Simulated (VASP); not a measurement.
# Si (P6_3/mmc) in VASP: a series of runs

Si is run at these levels: PBE; tasks: single point, relaxation of cell and atoms.

All numbers are computed with VASP 6.6.1; they aren't measurements. Logs are shortened: lines on timing, memory, paths and dates and some standing lists are left out, and cuts for length are marked.

### Step 1. The cell of the first run

The structure is hexagonal, space group P6_3/mmc (No. 194). The conventional cell has a = 3.851 Å, b = 3.851 Å, c = 6.364 Å, α = 90.00°, β = 90.00°, γ = 120.00°. Within 3.1 Å of Si (site symmetry 3m) lie 4 Si at 2.36 to 2.38 Å.

### Step 2. Single point, PBE

The input, INCAR:

```
SYSTEM = Si
ALGO = Normal ; EDIFF = 1E-6
ENCUT = 500 ; GGA = PE
GGA_COMPAT = .False. ; ISIF = 2
ISMEAR = 0 ; LASPH = .True.
LCHARG = .False. ; LREAL = .False.
LWAVE = .False. ; NBANDS = 16
NELM = 120 ; PREC = Accurate
SIGMA = 0.02
```

The input, KPOINTS:

```
k-points
0
Gamma
  12 12 6
  0 0 0
```

The input, POSCAR:

```
Si
1.0
    3.8513913039      0.0000000000      0.0000000000
   -1.9256956519      3.3354027091      0.0000000000
    0.0000000000      0.0000000000      6.3643855410
Si
4
Direct
    0.3333333333      0.6666666667     -0.0000817572
    0.6666666667      0.3333333333      0.4999182428
    0.3333333333      0.6666666667      0.3740817572
    0.6666666667      0.3333333333      0.8740817572
```

Potentials or basis: VASP PAW PBE potentials, release 64 (Si).

Started as:

```
cat potpaw_PBE.64/Si/POTCAR > POTCAR
mpirun -np 1 vasp_std > vasp.out
```

OUTCAR:

```text
SYSTEM = Si
   EDIFF = 1E-6
   ENCUT = 500
   GGA = PE
   ISIF = 2
   ISMEAR = 0
   LASPH = .True.
   LREAL = .False.
   NELM = 120
   PREC = Accurate

 ion  position               nearest neighbor table
   1  0.333  0.667  1.000-   4 2.36   4 2.36   4 2.36   3 2.38
   2  0.667  0.333  0.500-   3 2.36   3 2.36   3 2.36   4 2.38
   3  0.333  0.667  0.374-   2 2.36   2 2.36   2 2.36   1 2.38
   4  0.667  0.333  0.874-   1 2.36   1 2.36   1 2.36   2 2.38

  LATTYP: Found a hexagonal cell.
 ALAT       =     3.8513913039
 C/A-ratio  =     1.6524899806

  Lattice vectors:

 A1 = (   3.8513913039,   0.0000000000,   0.0000000000)
 A2 = (  -1.9256956519,   3.3354027091,   0.0000000000)
 A3 = (   0.0000000000,   0.0000000000,   6.3643855410)

Analysis of symmetry for initial positions (statically):
=====================================================================
 Subroutine PRICEL returns:
 Original cell was already a primitive cell.

 Routine SETGRP: Setting up the symmetry group for a
 hexagonal supercell.

 Subroutine GETGRP returns: Found 24 space group operations
 (whereof  6 operations were pure point group operations)
 out of a pool of 24 trial point group operations.

The static configuration has the point symmetry C_3v.
 The point group associated with its full space group is D_6h.

Analysis of symmetry for dynamics (positions and initial velocities):
=====================================================================
 Subroutine PRICEL returns:
 Original cell was already a primitive cell.

 Routine SETGRP: Setting up the symmetry group for a
 hexagonal supercell.

 Subroutine GETGRP returns: Found 24 space group operations
 (whereof  6 operations were pure point group operations)
 out of a pool of 24 trial point group operations.

The dynamic configuration has the point symmetry C_3v.
 The point group associated with its full space group is D_6h.

 Subroutine INISYM returns: Found 24 space group operations
 (whereof  6 operations are pure point group operations),
 and found     1 'primitive' translations

----------------------------------------------------------------------------------------

                                     Primitive cell

  volume of cell :      81.7565

  direct lattice vectors                    reciprocal lattice vectors
     3.851391304  0.000000000  0.000000000     0.259646429  0.149906936  0.000000000
[... 88 lines left out ...]
   ENCUT  =  500.0 eV  36.75 Ry    6.06 a.u.   7.02  7.02 11.60*2*pi/ulx,y,z
   NELM   =    120;   NELMIN=  2; NELMDL= -5     # of ELM steps
   EDIFF  = 0.1E-05   stopping-criterion for ELM
   LREAL  =      F    real-space projection
   EDIFFG = 0.1E-04   stopping-criterion for IOM
   NSW    =      0    number of steps for IOM
   IBRION =     -1    ionic relax: 0-MD 1-quasi-New 2-CG
   NFREE  =      0    steps in history (QN), initial steepest desc. (CG)
   ISIF   =      2    stress and relaxation
   ISYM   =      2    0-nonsym 1-usesym 2-fastsym
   POTIM  = 0.5000    time-step for ionic-motion
   TEBEG  =    0.0;   TEEND  =   0.0 temperature during run
   PSTRESS=    0.0 pullay stress
   NELECT =      16.0000    total number of electrons
   NUPDOWN=      -1.0000    fix difference up-down
   EMIN   =  10.00;   EMAX   =-10.00  energy-range for DOS
   EFERMI =   0.00;   METHOD = LEGACY
   ISMEAR =     0;   SIGMA  =   0.02  broadening in eV -4-tet -1-fermi 0-gaus
   EFERMI_NEDOS =   21; number of points for ismear=-14 and -15
   IALGO  =     38    algorithm
   IMIX   =      4    mixing-type and parameters
     AMIX     =   0.40;   BMIX     =  1.00
     AMIX_MAG =   1.60;   BMIX_MAG =  1.00
  volume/ion in A,a.u.               =      20.44       137.93
  Fermi-wavevector in a.u.,A,eV,Ry     =   0.950475  1.796137 12.291540  0.903403
  Thomas-Fermi vector in A             =   2.078855
   LORBIT       =      0    0 simple, 1 ext, 2 COOP (PROOUT), +10 PAW based schemes
   GGA     = PE    functional components
   LHFCALC =     F    Hartree Fock is set to
   AEXX    =    0.0000 exact exchange contribution
   IVDW    =     0    specifies the selected vdW correction
   LEPSILON=     F    determine dielectric tensor
   LRPA    =     F    only Hartree local field effects (RPA)
 non-spin polarized calculation
 Gauss-broadening in eV      SIGMA  =   0.02
  energy-cutoff  :      500.00
  volume of cell :       81.76
 maximum number of plane-waves:      2094
 NGX is ok and might be reduce to    28
   NGX = 13   NGY = 13   NGZ = 23

 number of electron      16.0000000 magnetization

 Free energy of the ion-electron system (eV)
  ---------------------------------------------------
  ext. energy  EPLUGINS =         0.00000000
  ---------------------------------------------------
  free energy    TOTEN  =       -21.65519043 eV

  energy without entropy =      -21.65519043  energy(sigma->0) =      -21.65519043

 E-fermi :   5.9999     XC(G=0):  -9.3237

 val. band max:        5.8626103394   @ k =   0.0000   0.0000   0.0000
 cond. band min:       6.3154304618   @ k =   0.5000   0.0000   0.0000
 fundamental gap:      0.4528201224
 Fermi energy:         5.9998799261

 k-point     1 :       0.0000    0.0000    0.0000
  band No.  band energies     occupation
      1      -6.2121      2.00000
      2      -3.9673      2.00000
      3      -1.2627      2.00000
      4       4.3700      2.00000
      5       4.3700      2.00000
      6       5.5292      2.00000
[... 433 lines left out ...]
      3      -1.1008      2.00000
      4       1.1836      2.00000
      5       1.3412      2.00000
      6       3.2017      2.00000
[... 8 lines left out ...]
     15      12.9678      0.00000
     16      12.9878      0.00000

 [... further k-points ...]
[... 5 lines left out ...]
  --------------------------------------------------------------------------------------
  -------------------------------------------------------------------------------------
  Total       -0.0356090     -0.0356090     -0.0259676     -0.0000000     -0.0000000      0.0000000
  in kB       -0.6978282     -0.6978282     -0.5088850     -0.0000000     -0.0000000      0.0000000
  external PRESSURE =      -0.6348472 kB  Pullay stress =       0.0000000 kB

 VOLUME and BASIS-vectors are now :
 -----------------------------------------------------------------------------
  energy-cutoff  :      500.00
  volume of cell :       81.76
      direct lattice vectors                 reciprocal lattice vectors
     3.851391304  0.000000000  0.000000000     0.259646429  0.149906936  0.000000000
    -1.925695652  3.335402709  0.000000000     0.000000000  0.299813872  0.000000000
     0.000000000  0.000000000  6.364385541     0.000000000  0.000000000  0.157124359

 POSITION                                       TOTAL-FORCE (eV/Angst)
 -----------------------------------------------------------------------------------
     -0.00000      2.22360      6.36387        -0.000000      0.000000      0.001091
      1.92570      1.11180      3.18167         0.000000     -0.000000      0.001091
     -0.00000      2.22360      2.38080        -0.000000      0.000000     -0.001091
      1.92570      1.11180      5.56299         0.000000     -0.000000     -0.001091
 -----------------------------------------------------------------------------------
    total drift:                               -0.000000      0.000000      0.000001

  FREE ENERGIE OF THE ION-ELECTRON SYSTEM (eV)
  ---------------------------------------------------
  free  energy   TOTEN  =       -21.6551904349 eV

  energy  without entropy=      -21.6551904349  energy(sigma->0) =      -21.65519043
```

OSZICAR:

```text
N       E                     dE             d eps       ncg     rms          rms(c)
DAV:   1     0.253967868781E+02    0.25397E+02   -0.57848E+03  2432   0.790E+02
DAV:   2    -0.201444565040E+02   -0.45541E+02   -0.41485E+02  3368   0.120E+02
DAV:   3    -0.219758187968E+02   -0.18314E+01   -0.18181E+01  3264   0.223E+01
DAV:   4    -0.219970556652E+02   -0.21237E-01   -0.21233E-01  3056   0.312E+00
DAV:   5    -0.219974342574E+02   -0.37859E-03   -0.37858E-03  3296   0.392E-01    0.672E+00
DAV:   6    -0.217619667182E+02    0.23547E+00   -0.93930E-02  2864   0.145E+00    0.409E+00
DAV:   7    -0.216521721381E+02    0.10979E+00   -0.20101E-01  2944   0.221E+00    0.232E-01
DAV:   8    -0.216545564759E+02   -0.23843E-02   -0.14316E-02  2968   0.598E-01    0.106E-01
DAV:   9    -0.216550628693E+02   -0.50639E-03   -0.64515E-04  3264   0.146E-01    0.814E-02
DAV:  10    -0.216551863389E+02   -0.12347E-03   -0.13704E-04  2896   0.585E-02    0.118E-02
DAV:  11    -0.216551887520E+02   -0.24131E-05   -0.45933E-06  3352   0.119E-02    0.797E-03
DAV:  12    -0.216551905940E+02   -0.18420E-05   -0.20563E-06  2736   0.763E-03    0.101E-03
DAV:  13    -0.216551904349E+02    0.15907E-06   -0.13915E-07  1856   0.195E-03
   1 F= -.21655190E+02 E0= -.21655190E+02  d E =-.908880E-25
```

Wall time 99 s (1 thread of Intel Xeon 8259CL, shared host); peak memory 0.21 GiB.

What came out:

| Property | Result |
| --- | --- |
| Free energy | -21.6552 eV |
| Pressure | -0.1 GPa |
| Band gap on the k mesh | 0.45 eV, indirect (least direct gap 0.99 eV) |

Levels at points of the mesh, in eV from the valence-band top:
| k point | band 6 | band 7 | band 8 | band 9 | band 10 | band 11 |
| --- | --- | --- | --- | --- | --- | --- |
| (0.00, 0.00, 0.00) | -0.33 | 0.00 | 0.00 | 0.99 | 2.02 | 2.02 |
| (0.50, 0.00, 0.00) | -3.00 | -2.92 | -1.42 | 0.45 | 2.33 | 3.02 |
| (0.00, 0.00, 0.50) | -0.91 | -0.91 | -0.91 | 1.77 | 1.77 | 2.99 |
| (0.50, 0.00, 0.50) | -2.41 | -2.38 | -2.38 | 0.93 | 0.93 | 1.70 |

### Step 3. Relaxation of cell and atoms, PBE

This run uses another cell than the first one, of 19.97 Å³/atom, 0.977 times its volume.

The input, INCAR:

```
ALGO = Normal
EDIFF = 1E-7
EDIFFG = -0.002
ENCUT = 500
GGA = PE
GGA_COMPAT = F
IBRION = 2
ISIF = 3
ISMEAR = 0
LASPH = T
LCHARG = F
LREAL = F
LWAVE = F
NELM = 120
NELMIN = 4
NSW = 100
PREC = Accurate
SIGMA = 0.02
```

The input, KPOINTS:

```
k-points
0
Gamma
  12 12 6
```

The input, POSCAR:

```
Si
1.0
    3.8200000000      0.0000000000      0.0000000000
   -1.9100000000      3.3082170425      0.0000000000
    0.0000000000      0.0000000000      6.3200000000
Si
4
Direct
    0.3333333333      0.6666666667      0.0000000000
    0.6666666667      0.3333333333      0.5000000000
    0.3333333333      0.6666666667      0.3740000000
    0.6666666667      0.3333333333      0.8740000000
```

Potentials or basis: VASP PAW PBE potentials, release 64 (Si).

Started as:

```
cat potpaw_PBE.64/Si/POTCAR > POTCAR
mpirun -np 1 vasp_std > vasp.out
```

OUTCAR:

```text
EDIFF = 1E-7
   EDIFFG = -0.002
   ENCUT = 500
   GGA = PE
   IBRION = 2
   ISIF = 3
   ISMEAR = 0
   LASPH = T
   LREAL = F
   NELM = 120
   NELMIN = 4
   NSW = 100
   PREC = Accurate

 ion  position               nearest neighbor table
   1  0.333  0.667  0.000-   4 2.34   4 2.34   4 2.34   3 2.36
   2  0.667  0.333  0.500-   3 2.34   3 2.34   3 2.34   4 2.36
   3  0.333  0.667  0.374-   2 2.34   2 2.34   2 2.34   1 2.36
   4  0.667  0.333  0.874-   1 2.34   1 2.34   1 2.34   2 2.36

  LATTYP: Found a hexagonal cell.
 ALAT       =     3.8200000000
 C/A-ratio  =     1.6544502618

  Lattice vectors:

 A1 = (   3.8200000000,   0.0000000000,   0.0000000000)
 A2 = (  -1.9100000000,   3.3082170425,   0.0000000000)
 A3 = (   0.0000000000,   0.0000000000,   6.3200000000)

Analysis of symmetry for initial positions (statically):
=====================================================================
 Subroutine PRICEL returns:
 Original cell was already a primitive cell.

 Routine SETGRP: Setting up the symmetry group for a
 hexagonal supercell.

 Subroutine GETGRP returns: Found 24 space group operations
 (whereof  6 operations were pure point group operations)
 out of a pool of 24 trial point group operations.

The static configuration has the point symmetry C_3v.
 The point group associated with its full space group is D_6h.

Analysis of symmetry for dynamics (positions and initial velocities):
=====================================================================
 Subroutine PRICEL returns:
 Original cell was already a primitive cell.

 Routine SETGRP: Setting up the symmetry group for a
 hexagonal supercell.

 Subroutine GETGRP returns: Found 24 space group operations
 (whereof  6 operations were pure point group operations)
 out of a pool of 24 trial point group operations.

The dynamic configuration has the point symmetry C_3v.
 The point group associated with its full space group is D_6h.

 Subroutine INISYM returns: Found 24 space group operations
 (whereof  6 operations are pure point group operations),
[... 137 lines left out ...]
 NGX is ok and might be reduce to    28
   NGX = 13   NGY = 13   NGZ = 23

--------------------------------------- Ionic step        1  -------------------------------------------

 number of electron      15.9999999 magnetization

 Free energy of the ion-electron system (eV)
  ---------------------------------------------------
  ext. energy  EPLUGINS =         0.00000000
  ---------------------------------------------------
  free energy    TOTEN  =       -21.64324702 eV

  energy without entropy =      -21.64324702  energy(sigma->0) =      -21.64324702

------------------------ aborting loop because EDIFF is reached ----------------------------------------

  FORCE on cell =-STRESS in cart. coord.  units (eV):
  Direction    XX          YY          ZZ          XY          YZ          ZX
  --------------------------------------------------------------------------------------
  -------------------------------------------------------------------------------------
  Total        1.0797051      1.0797051      1.0012510      0.0000000     -0.0000000      0.0000000
  in kB       21.6591439     21.6591439     20.0853364      0.0000000     -0.0000000      0.0000000
  external PRESSURE =      21.1345414 kB  Pullay stress =       0.0000000 kB
[... 215 lines left out ...]
--------------------------------------- Ionic step        7  -------------------------------------------

 number of electron      16.0000000 magnetization

 Free energy of the ion-electron system (eV)
  ---------------------------------------------------
  ext. energy  EPLUGINS =         0.00000000
  ---------------------------------------------------
  free energy    TOTEN  =       -21.65503978 eV

  energy without entropy =      -21.65503978  energy(sigma->0) =      -21.65503978

 E-fermi :   6.0062     XC(G=0):  -9.3268

 val. band max:        5.8714563293   @ k =   0.0000   0.0000   0.0000
 cond. band min:       6.3229584826   @ k =   0.5000   0.0000   0.0000
 fundamental gap:      0.4515021534
 Fermi energy:         6.0061838510

 k-point     1 :       0.0000    0.0000    0.0000
  band No.  band energies     occupation
      1      -6.2096      2.00000
      2      -3.9635      2.00000
      3      -1.2594      2.00000
      4       4.3781      2.00000
      5       4.3781      2.00000
      6       5.5352      2.00000
      7       5.8715      2.00000
      8       5.8715      2.00000
      9       6.8679      0.00000
     10       7.8882      0.00000
     11       7.8882      0.00000
     12       8.1918      0.00000
[... 331 lines left out ...]
 k-point    24 :       0.3333    0.0000    0.1667
  band No.  band energies     occupation
      1      -4.9013      2.00000
      2      -3.0695      2.00000
      3      -1.0950      2.00000
      4       1.1902      2.00000
      5       1.3455      2.00000
      6       3.2085      2.00000
      7       4.0639      2.00000
      8       4.5459      2.00000
      9       6.6217      0.00000
     10       7.8547      0.00000
     11       8.4673      0.00000
     12       9.4204      0.00000

 [... further k-points ...]
[... 5 lines left out ...]
  --------------------------------------------------------------------------------------
  -------------------------------------------------------------------------------------
  Total        0.0033585      0.0033585      0.0021282      0.0000000      0.0000000      0.0000000
  in kB        0.0658677      0.0658677      0.0417398      0.0000000      0.0000000      0.0000000
  external PRESSURE =       0.0578250 kB  Pullay stress =       0.0000000 kB
[... 19 lines left out ...]
  FREE ENERGIE OF THE ION-ELECTRON SYSTEM (eV)
  ---------------------------------------------------
  free  energy   TOTEN  =       -21.6550397801 eV

  energy  without entropy=      -21.6550397801  energy(sigma->0) =      -21.65503978

 reached required accuracy - stopping structural energy minimisation
```

OSZICAR:

```text
N       E                     dE             d eps       ncg     rms          rms(c)
DAV:   1     0.334293171813E+02    0.33429E+02   -0.60055E+03  1824   0.106E+03
DAV:   2    -0.194996515779E+02   -0.52929E+02   -0.48794E+02  2520   0.143E+02
DAV:   3    -0.219702973056E+02   -0.24706E+01   -0.24403E+01  2372   0.302E+01
[... 51 lines left out ...]
       N       E                     dE             d eps       ncg     rms          rms(c)
DAV:   1    -0.216550449138E+02   -0.94948E-05   -0.12739E-04  1976   0.693E-02    0.925E-03
DAV:   2    -0.216550413980E+02    0.35158E-05   -0.71542E-06  2244   0.193E-02    0.455E-03
DAV:   3    -0.216550398057E+02    0.15923E-05   -0.40193E-06  2160   0.122E-02    0.127E-03
DAV:   4    -0.216550397801E+02    0.25613E-07   -0.50381E-07  1784   0.453E-03
   7 F= -.21655040E+02 E0= -.21655040E+02  d E =-.440472E-05
```

Wall time 4.7 min (1 thread of Intel Xeon 8259CL, shared host); peak memory 0.21 GiB.

Results:

| Item | Value |
| --- | --- |
| Free energy | -21.6550 eV |
| Relaxed volume | 20.42 Å³/atom |
| Relaxed cell | a = 3.850 Å, b = 3.850 Å, c = 6.363 Å, α = 90.00°, β = 90.00°, γ = 120.00° |
| Space group after relaxing (to 0.05 Å) | P6_3/mmc (No. 194) |
| Energy gained by relaxing | 2.9 meV/atom |
| Ionic steps | 7 |
| Pressure after relaxing | 0.0 GPa |
| Band gap on the k mesh | 0.45 eV, indirect (least direct gap 1.00 eV) |

The path:
```
step  energy change (eV)  largest force (eV/Å)  pressure (GPa)  volume (Å³)
   1              0.0000                0.0102            2.11        79.87
   2             -0.0065                0.0278           -1.31        82.95
   3             -0.0118                0.0132            0.01        81.69
   4             -0.0118                0.0136           -0.03        81.73
   5             -0.0118                0.0011            0.02        81.68
   6             -0.0118                0.0005            0.01        81.68
   7             -0.0118                0.0002            0.01        81.69
```

Final structure:
```
CELL_PARAMETERS angstrom
3.85017 0.00000 0.00000
-1.92508 3.33434 0.00000
0.00000 0.00000 6.36345
ATOMIC_POSITIONS crystal
Si 0.33333 0.66667 0.99994
Si 0.66667 0.33333 0.49994
Si 0.33333 0.66667 0.37406
Si 0.66667 0.33333 0.87406
```

Levels at points of the mesh, in eV from the valence-band top:
| k point | band 6 | band 7 | band 8 | band 9 | band 10 | band 11 |
| --- | --- | --- | --- | --- | --- | --- |
| (0.00, 0.00, 0.00) | -0.34 | 0.00 | 0.00 | 1.00 | 2.02 | 2.02 |
| (0.50, 0.00, 0.00) | -3.00 | -2.92 | -1.42 | 0.45 | 2.33 | 3.02 |
| (0.00, 0.00, 0.50) | -0.91 | -0.91 | -0.91 | 1.77 | 1.77 | 2.99 |
| (0.50, 0.00, 0.50) | -2.42 | -2.38 | -2.38 | 0.92 | 0.92 | 1.70 |
